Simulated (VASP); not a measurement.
# Ti (Fm-3m) in VASP: settings compared

The runs below take Ti through single point, with PBE, r2SCAN.

All numbers are computed with VASP 6.6.1; they aren't measurements. Logs are shortened: lines on timing, memory, paths and dates and some standing lists are left out, and cuts for length are marked.

## (1) The cell of the first run

The structure is cubic, space group Fm-3m (No. 225). Conventional cell: a = 3.989 Å, b = 3.989 Å, c = 3.989 Å, α = 90.00°, β = 90.00°, γ = 90.00°. Ti (site symmetry m-3m) has 12 Ti at 2.82 Å within 3.7 Å.

## (2) Single point, PBE (strained)

File INCAR:

```
  PREC = Accurate
  ENCUT = 520
  EDIFF = 1E-6
  ISMEAR = 0
  SIGMA = 0.1
  LREAL = False
  LASPH = True
  NELM = 60
  ALGO = Normal
  ISIF = 2
  LWAVE = False
  LCHARG = False
  GGA = PE
  NBANDS = 12
```

File KPOINTS:

```
Automatic mesh
0
Gamma
  18 18 18
```

File POSCAR:

```
Ti
1.0
    0.0000000000      1.9946374000      1.9946374000
    1.9946374000      0.0000000000      1.9946374000
    1.9946374000      1.9946374000      0.0000000000
Ti
1
Direct
    0.0000000000      0.0000000000      0.0000000000
```

Potentials or basis: VASP PAW PBE potentials, release 64 (Ti_sv).

Launch:

```bash
$ cat potpaw_PBE.64/Ti_sv/POTCAR > POTCAR
$ mpirun -np 1 vasp_std > vasp.out
```

OUTCAR:

```text
PREC = Accurate
   ENCUT = 520
   EDIFF = 1E-6
   ISMEAR = 0
   LREAL = False
   LASPH = True
   NELM = 60
   ISIF = 2
   GGA = PE

 ion  position               nearest neighbor table
   1  0.000  0.000  0.000-

  LATTYP: Found a face centered cubic cell.
 ALAT       =     3.9892748000

  Lattice vectors:

 A1 = (   0.0000000000,   1.9946374000,   1.9946374000)
 A2 = (   1.9946374000,   0.0000000000,   1.9946374000)
 A3 = (   1.9946374000,   1.9946374000,   0.0000000000)

Analysis of symmetry for initial positions (statically):
=====================================================================
 Subroutine PRICEL returns:
 Original cell was already a primitive cell.

 Routine SETGRP: Setting up the symmetry group for a
 face centered cubic supercell.

 Subroutine GETGRP returns: Found 48 space group operations
 (whereof 48 operations were pure point group operations)
 out of a pool of 48 trial point group operations.

The static configuration has the point symmetry O_h .

Analysis of symmetry for dynamics (positions and initial velocities):
=====================================================================
 Subroutine PRICEL returns:
 Original cell was already a primitive cell.

 Routine SETGRP: Setting up the symmetry group for a
 face centered cubic supercell.

 Subroutine GETGRP returns: Found 48 space group operations
 (whereof 48 operations were pure point group operations)
 out of a pool of 48 trial point group operations.

The dynamic configuration has the point symmetry O_h .

 Subroutine INISYM returns: Found 48 space group operations
 (whereof 48 operations are pure point group operations),
 and found     1 'primitive' translations

----------------------------------------------------------------------------------------

                                     Primitive cell

  volume of cell :      15.8716

  direct lattice vectors                    reciprocal lattice vectors
     0.000000000  1.994637400  1.994637400    -0.250672127  0.250672127  0.250672127
     1.994637400  0.000000000  1.994637400     0.250672127 -0.250672127  0.250672127
     1.994637400  1.994637400  0.000000000     0.250672127  0.250672127 -0.250672127

  length of vectors
     2.820843263  2.820843263  2.820843263     0.434176860  0.434176860  0.434176860

  position of ions in fractional coordinates (direct lattice)
     0.000000000  0.000000000  0.000000000

  ion indices of the primitive-cell ions
[... 74 lines left out ...]
   EDIFF  = 0.1E-05   stopping-criterion for ELM
   LREAL  =      F    real-space projection
[... 7 lines left out ...]
   TEBEG  =    0.0;   TEEND  =   0.0 temperature during run
   PSTRESS=    0.0 pullay stress
   NELECT =      12.0000    total number of electrons
   NUPDOWN=      -1.0000    fix difference up-down
   EMIN   =  10.00;   EMAX   =-10.00  energy-range for DOS
   EFERMI =   0.00;   METHOD = LEGACY
   ISMEAR =     0;   SIGMA  =   0.10  broadening in eV -4-tet -1-fermi 0-gaus
   EFERMI_NEDOS =   21; number of points for ismear=-14 and -15
   IALGO  =     38    algorithm
   IMIX   =      4    mixing-type and parameters
     AMIX     =   0.40;   BMIX     =  1.00
     AMIX_MAG =   1.60;   BMIX_MAG =  1.00
  volume/ion in A,a.u.               =      15.87       107.11
  Fermi-wavevector in a.u.,A,eV,Ry     =   1.491402  2.818340 30.263152  2.224279
  Thomas-Fermi vector in A             =   2.604061
   LORBIT       =      0    0 simple, 1 ext, 2 COOP (PROOUT), +10 PAW based schemes
   GGA     = PE    functional components
   LHFCALC =     F    Hartree Fock is set to
   AEXX    =    0.0000 exact exchange contribution
   IVDW    =     0    specifies the selected vdW correction
   LEPSILON=     F    determine dielectric tensor
   LRPA    =     F    only Hartree local field effects (RPA)
 non-spin polarized calculation
 Gauss-broadening in eV      SIGMA  =   0.10
  energy-cutoff  :      520.00
  volume of cell :       15.87
 maximum number of plane-waves:       444
 NGX is ok and might be reduce to    24
   NGX = 11   NGY = 11   NGZ = 11

 number of electron      11.9999998 magnetization

 Free energy of the ion-electron system (eV)
  ---------------------------------------------------
  ext. energy  EPLUGINS =         0.00000000
  ---------------------------------------------------
  free energy    TOTEN  =        -7.73441454 eV

  energy without entropy =       -7.72646390  energy(sigma->0) =       -7.73043922

 E-fermi :   9.2181     XC(G=0): -11.9288

 val. band max:        9.2174911051   @ k =   0.2778   0.0000   0.0000
 cond. band min:       9.2209551725   @ k =   0.5000   0.1111   0.0000
 fundamental gap:      0.0034640674
 Fermi energy:         9.2180546293

 k-point     1 :       0.0000    0.0000    0.0000
  band No.  band energies     occupation
      1     -47.3478      2.00000
      2     -23.0869      2.00000
      3     -23.0869      2.00000
      4     -23.0869      2.00000
      5       2.9130      2.00000
      6      10.1423      0.00000
      7      10.1423      0.00000
      8      10.1423      0.00000
      9      11.9859      0.00000
     10      11.9859      0.00000
     11      24.9630      0.00000
     12      29.8885      0.00000
[... 331 lines left out ...]
 k-point    24 :      -0.2222    0.0556    0.0000
  band No.  band energies     occupation
      1     -47.2624      2.00000
      2     -23.5202      2.00000
      3     -23.1693      2.00000
      4     -23.1308      2.00000
      5       4.7933      2.00000
      6       9.2502      0.64939
      7      10.3988      0.00000
      8      10.5090      0.00000
      9      11.7552      0.00000
     10      12.3045      0.00000
     11      23.4324      0.00000
     12      25.8585      0.00000

 [... further k-points ...]

------------------------ aborting loop because EDIFF is reached ----------------------------------------

  FORCE on cell =-STRESS in cart. coord.  units (eV):
  Direction    XX          YY          ZZ          XY          YZ          ZX
  --------------------------------------------------------------------------------------
  -------------------------------------------------------------------------------------
  Total        1.0849706      1.0849706      1.0849706      0.0000000     -0.0000000     -0.0000000
  in kB      109.5233451    109.5233451    109.5233451      0.0000000     -0.0000000     -0.0000000
  external PRESSURE =     109.5233451 kB  Pullay stress =       0.0000000 kB

 VOLUME and BASIS-vectors are now :
 -----------------------------------------------------------------------------
  energy-cutoff  :      520.00
  volume of cell :       15.87
      direct lattice vectors                 reciprocal lattice vectors
     0.000000000  1.994637400  1.994637400    -0.250672127  0.250672127  0.250672127
     1.994637400  0.000000000  1.994637400     0.250672127 -0.250672127  0.250672127
     1.994637400  1.994637400  0.000000000     0.250672127  0.250672127 -0.250672127

 POSITION                                       TOTAL-FORCE (eV/Angst)
 -----------------------------------------------------------------------------------
      0.00000      0.00000      0.00000        -0.000000      0.000000      0.000000
 -----------------------------------------------------------------------------------
    total drift:                               -0.000000     -0.000000     -0.000000

  FREE ENERGIE OF THE ION-ELECTRON SYSTEM (eV)
  ---------------------------------------------------
  free  energy   TOTEN  =        -7.7344145428 eV

  energy  without entropy=       -7.7264638970  energy(sigma->0) =       -7.73043922
```

OSZICAR:

```text
N       E                     dE             d eps       ncg     rms          rms(c)
DAV:   1     0.872477408878E+02    0.87248E+02   -0.65717E+03  4688   0.122E+03
DAV:   2    -0.439828421355E+01   -0.91646E+02   -0.89020E+02  4756   0.299E+02
DAV:   3    -0.850108014451E+01   -0.41028E+01   -0.40667E+01  6424   0.647E+01
DAV:   4    -0.859706414813E+01   -0.95984E-01   -0.95901E-01  5288   0.861E+00
DAV:   5    -0.859967018878E+01   -0.26060E-02   -0.26060E-02  5608   0.123E+00    0.912E+00
DAV:   6    -0.772792290086E+01    0.87175E+00   -0.17749E+00  5116   0.203E+01    0.256E+00
DAV:   7    -0.772014753492E+01    0.77754E-02   -0.10636E-01  5684   0.397E+00    0.138E+00
DAV:   8    -0.773411839676E+01   -0.13971E-01   -0.44122E-02  4848   0.252E+00    0.161E-01
DAV:   9    -0.773435943634E+01   -0.24104E-03   -0.46337E-03  5760   0.745E-01    0.101E-01
DAV:  10    -0.773444176998E+01   -0.82334E-04   -0.27972E-04  4992   0.191E-01    0.272E-02
DAV:  11    -0.773441431240E+01    0.27458E-04   -0.29273E-05  5628   0.654E-02    0.818E-03
DAV:  12    -0.773441454284E+01   -0.23044E-06   -0.77769E-07  3976   0.111E-02
   1 F= -.77344145E+01 E0= -.77304392E+01  d E =-.795065E-02
```

Run time: 36 s. Hardware: 1 thread of AMD EPYC 7R43 (Zen 3), shared host; peak memory 0.13 GiB.

Results:

```yaml
Free_energy: -7.7344 eV
Pressure: 11.0 GPa
Band_gap_on_the_k_mesh: zero (band 6 reaches 10.14 eV, above the bottom of band 7 at 8.73 eV)
```

Caveat: the cell differs from its parent crystal (strained).

## (3) Single point, PBE (strained)

File INCAR:

```
SYSTEM = Ti
PREC = Accurate
ENCUT = 520
EDIFF = 1E-6
ISMEAR = 0
SIGMA = 0.1
LREAL = .False.
LASPH = .True.
NELM = 80
ALGO = Normal
ISIF = 2
LWAVE = .False.
LCHARG = .False.
GGA = PE
NBANDS = 12
```

File KPOINTS:

```
regular mesh
0
Gamma
  18 18 18
  0 0 0
```

File POSCAR:

```
Ti
1.0
    0.0000000000      2.0333901000      2.0333901000
    2.0333901000      0.0000000000      2.0333901000
    2.0333901000      2.0333901000      0.0000000000
Ti
1
Direct
    0.0000000000      0.0000000000      0.0000000000
```

Potentials or basis: VASP PAW PBE potentials, release 64 (Ti_sv).

Launch:

```bash
$ cat potpaw_PBE.64/Ti_sv/POTCAR > POTCAR
$ mpirun -np 1 vasp_std > vasp.out
```

OUTCAR:

```text
SYSTEM = Ti
   PREC = Accurate
   ENCUT = 520
   EDIFF = 1E-6
   ISMEAR = 0
   LREAL = .False.
   LASPH = .True.
   NELM = 80
   ISIF = 2
   GGA = PE

 ion  position               nearest neighbor table
   1  0.000  0.000  0.000-

  LATTYP: Found a face centered cubic cell.
 ALAT       =     4.0667802000

  Lattice vectors:

 A1 = (   0.0000000000,   2.0333901000,   2.0333901000)
 A2 = (   2.0333901000,   0.0000000000,   2.0333901000)
 A3 = (   2.0333901000,   2.0333901000,   0.0000000000)

[... 538 lines left out ...]
     12      24.7540      0.00000

 [... further k-points ...]

------------------------ aborting loop because EDIFF is reached ----------------------------------------

  FORCE on cell =-STRESS in cart. coord.  units (eV):
  Direction    XX          YY          ZZ          XY          YZ          ZX
  --------------------------------------------------------------------------------------
  -------------------------------------------------------------------------------------
  Total        0.3635131      0.3635131      0.3635131     -0.0000000     -0.0000000      0.0000000
  in kB       34.6368584     34.6368584     34.6368584     -0.0000000     -0.0000000      0.0000000
  external PRESSURE =      34.6368584 kB  Pullay stress =       0.0000000 kB

 VOLUME and BASIS-vectors are now :
 -----------------------------------------------------------------------------
  energy-cutoff  :      520.00
  volume of cell :       16.81
      direct lattice vectors                 reciprocal lattice vectors
     0.000000000  2.033390100  2.033390100    -0.245894774  0.245894774  0.245894774
     2.033390100  0.000000000  2.033390100     0.245894774 -0.245894774  0.245894774
     2.033390100  2.033390100  0.000000000     0.245894774  0.245894774 -0.245894774

 POSITION                                       TOTAL-FORCE (eV/Angst)
 -----------------------------------------------------------------------------------
      0.00000      0.00000      0.00000        -0.000000     -0.000000      0.000000
 -----------------------------------------------------------------------------------
    total drift:                               -0.000000     -0.000000     -0.000000

  FREE ENERGIE OF THE ION-ELECTRON SYSTEM (eV)
  ---------------------------------------------------
  free  energy   TOTEN  =        -7.7763459710 eV

  energy  without entropy=       -7.7677860511  energy(sigma->0) =       -7.77206601
```

OSZICAR:

```text
N       E                     dE             d eps       ncg     rms          rms(c)
DAV:   1     0.870581301208E+02    0.87058E+02   -0.65427E+03  4684   0.121E+03
DAV:   2    -0.438657266985E+01   -0.91445E+02   -0.88976E+02  4744   0.298E+02
DAV:   3    -0.865022106698E+01   -0.42636E+01   -0.42141E+01  6448   0.654E+01
DAV:   4    -0.874056361031E+01   -0.90343E-01   -0.90269E-01  5368   0.849E+00
DAV:   5    -0.874279087344E+01   -0.22273E-02   -0.22272E-02  5552   0.117E+00    0.858E+00
DAV:   6    -0.777791471947E+01    0.96488E+00   -0.19633E+00  5080   0.211E+01    0.230E+00
DAV:   7    -0.776520754226E+01    0.12707E-01   -0.10392E-01  5756   0.384E+00    0.131E+00
DAV:   8    -0.777609211566E+01   -0.10885E-01   -0.40009E-02  4852   0.254E+00    0.183E-01
DAV:   9    -0.777632747283E+01   -0.23536E-03   -0.47464E-03  5964   0.801E-01    0.917E-02
DAV:  10    -0.777637163340E+01   -0.44161E-04   -0.25145E-04  4956   0.190E-01    0.264E-02
DAV:  11    -0.777634630699E+01    0.25326E-04   -0.24844E-05  5636   0.601E-02    0.952E-03
DAV:  12    -0.777634597102E+01    0.33597E-06   -0.12144E-06  4732   0.146E-02
   1 F= -.77763460E+01 E0= -.77720660E+01  d E =-.855992E-02
```

stdout:

```text
POSCAR found type information on POSCAR Ti
 POSCAR found :  1 types and       1 ions
 scaLAPACK will be used
 LDA part: xc-table for (Slater+PW92), standard interpolation
 POSCAR, INCAR and KPOINTS ok, starting setup
 FFT: planning ... GRIDC
 FFT: planning ... GRID_SOFT
 FFT: planning ... GRID
 WAVECAR not read
 entering main loop
```

It took 48 s on 1 thread of AMD EPYC 7R43 (Zen 3), shared host; peak memory 0.12 GiB.

What came out:

- Free energy: -7.7763 eV
- Pressure: 3.5 GPa
- Band gap on the k mesh: zero (band 6 reaches 9.46 eV, above the bottom of band 7 at 8.12 eV)

Caveat: the cell differs from its parent crystal (strained).

## (4) Single point, PBE (strained)

File INCAR:

```
PREC = Accurate
ENCUT = 520
EDIFF = 1E-6
ISMEAR = 0
SIGMA = 0.1
LREAL = False
LASPH = True
NELM = 80
ALGO = Normal
ISIF = 2
LWAVE = False
LCHARG = False
GGA = PE
NBANDS = 12
```

File KPOINTS:

```
regular mesh
0
Gamma
  18 18 18
```

File POSCAR:

```
Ti
1.0
    0.0000000000      2.0876114000      2.0876114000
    2.0876114000      0.0000000000      2.0876114000
    2.0876114000      2.0876114000      0.0000000000
Ti
1
Direct
    0.0000000000      0.0000000000      0.0000000000
```

Launch:

```bash
$ cat potpaw_PBE.64/Ti_sv/POTCAR > POTCAR
$ mpirun -np 1 vasp_std > vasp.out
```

Run time: 40 s. Hardware: 1 thread of AMD EPYC 7R43 (Zen 3), shared host; peak memory 0.13 GiB.

Results (log left out):

- Free energy: -7.7693 eV
- Pressure: -4.7 GPa
- Band gap on the k mesh: zero (band 6 reaches 8.58 eV, above the bottom of band 7 at 7.32 eV)

Levels at points of the mesh, in eV from the Fermi level:
```tsv
k point	band 3	band 4	band 5	band 6	band 7	band 8	band 9	band 10
(0.00, 0.00, 0.00)	-32.70	-32.70	-5.98	0.84	0.84	0.84	2.37	2.37
(0.50, 0.00, 0.00)	-32.78	-32.78	-2.48	0.53	0.74	0.74	3.37	3.37
(0.50, 0.50, 0.00)	-32.90	-32.90	-2.41	-1.59	2.64	3.37	3.62	3.62
```

Caveat: the cell differs from its parent crystal (strained).

## (5) Single point, r2SCAN (functional r2SCAN, strained)

File POSCAR:

```
Ti
1.0
    0.0000000000      2.0751472000      2.0751472000
    2.0751472000      0.0000000000      2.0751472000
    2.0751472000      2.0751472000      0.0000000000
Ti
1
Direct
    0.0000000000      0.0000000000      0.0000000000
```

File INCAR.step1:

```
PREC = Accurate
ENCUT = 520
ISMEAR = 0
SIGMA = 0.1
LREAL = False
LASPH = True
NELM = 100
NBANDS = 12
GGA = PE
ALGO = Normal
EDIFF = 1E-4
LWAVE = True
LCHARG = False
```

File INCAR.step2:

```
PREC = Accurate
ENCUT = 520
EDIFF = 1E-6
ISMEAR = 0
SIGMA = 0.1
LREAL = False
LASPH = True
NELM = 100
ALGO = Normal
ISIF = 2
LWAVE = False
LCHARG = False
METAGGA = R2SCAN
LMIXTAU = True
NBANDS = 12
ISTART = 1
```

File KPOINTS:

```
Automatic mesh
0
Gamma
  18 18 18
```

Launch:

```bash
$ cat potpaw_PBE.64/Ti_sv/POTCAR > POTCAR
$ cp INCAR.step1 INCAR
$ mpirun -np 1 vasp_std > vasp.out
$ cp INCAR.step2 INCAR
$ mpirun -np 1 vasp_std > vasp.out
```

It took 3.2 min on 1 thread of AMD EPYC 7R43 (Zen 3), shared host; peak memory 0.14 GiB.

The run converged. Its results:

- Free energy: -12.8802 eV
- Pressure: -2.7 GPa
- Band gap on the k mesh: zero (band 6 reaches 8.90 eV, above the bottom of band 7 at 7.51 eV)

Levels at points of the mesh, in eV from the Fermi level:
| k point | band 4 | band 5 | band 6 | band 7 | band 8 | band 9 |
| --- | --- | --- | --- | --- | --- | --- |
| (0.00, 0.00, 0.00) | -33.94 | -6.40 | 0.98 | 0.98 | 0.98 | 2.72 |
| (0.50, 0.00, 0.00) | -34.02 | -2.64 | 0.39 | 0.92 | 0.92 | 3.70 |
| (0.50, 0.50, 0.00) | -34.16 | -2.54 | -1.69 | 2.68 | 3.76 | 3.93 |

Caveat: the cell differs from its parent crystal (functional r2SCAN, strained); the PAW data sets were made with another functional, which shifts forces and pressure a little.

## (6) Single point, PBE (strained)

File INCAR:

```
SYSTEM = Ti
PREC = Accurate
ENCUT = 520
EDIFF = 1E-7
ISMEAR = 0
SIGMA = 0.1
LREAL = .False.
LASPH = .True.
NELM = 60
ALGO = Normal
ISIF = 2
LWAVE = .False.
LCHARG = .True.
GGA = PE
LELF = .True.
LVHAR = .True.
NBANDS = 12
```

File KPOINTS:

```
Automatic mesh
0
Gamma
  18 18 18
  0 0 0
```

File POSCAR:

```
Ti
1.0
    0.0000000000      2.0281730000      2.0281730000
    2.0281730000      0.0000000000      2.0281730000
    2.0281730000      2.0281730000      0.0000000000
Ti
1
Direct
    0.0000000000      0.0000000000      0.0000000000
```

Potentials or basis: VASP PAW PBE potentials, release 64 (Ti_sv).

Launch:

```bash
$ cat potpaw_PBE.64/Ti_sv/POTCAR > POTCAR
$ mpirun -np 1 vasp_std > vasp.out
```

Run time: 24 s. Hardware: 1 thread of AMD EPYC 9R45 (Zen 5), shared host; peak memory 0.13 GiB.

It converged, with:

| Item | Value |
| --- | --- |
| Free energy | -7.7731 eV |
| Pressure | 4.4 GPa |
| Band gap on the k mesh | zero (band 6 reaches 9.55 eV, above the bottom of band 7 at 8.20 eV) |

Levels at points of the mesh, in eV from the Fermi level:
| k point | band 4 | band 5 | band 6 | band 7 | band 8 | band 9 |
| --- | --- | --- | --- | --- | --- | --- |
| (0.00, 0.00, 0.00) | -32.45 | -6.19 | 0.90 | 0.90 | 0.90 | 2.62 |
| (0.50, 0.00, 0.00) | -32.55 | -2.68 | 0.73 | 0.78 | 0.78 | 3.75 |
| (0.50, 0.50, 0.00) | -32.72 | -2.72 | -1.82 | 3.03 | 3.74 | 4.04 |

Caveat: the cell differs from its parent crystal (strained).

## (7) Summary

| level | cell | gap on the mesh (eV) | pressure (GPa) |
| --- | --- | --- | --- |
| PBE | a = 2.821 Å, angles 60.0°, 1 atom | none | 11.0 |
| PBE | a = 2.876 Å, angles 60.0°, 1 atom | none | 3.5 |
| PBE | a = 2.952 Å, angles 60.0°, 1 atom | none | -4.7 |
| r2SCAN | a = 2.935 Å, angles 60.0°, 1 atom | none | -2.7 |
| PBE | a = 2.868 Å, angles 60.0°, 1 atom | none | 4.4 |

Alike in all rows: task single point; potentials or basis VASP PAW PBE potentials, release 64 (Ti_sv); no spin polarisation; k mesh 18 × 18 × 18; cutoff (eV) 520; smearing gaussian 0.1 eV.

Caveats: the PAW data sets were made with another functional, which shifts forces and pressure a little (some runs).

Absolute energies hang on the potentials; compare differences alone.
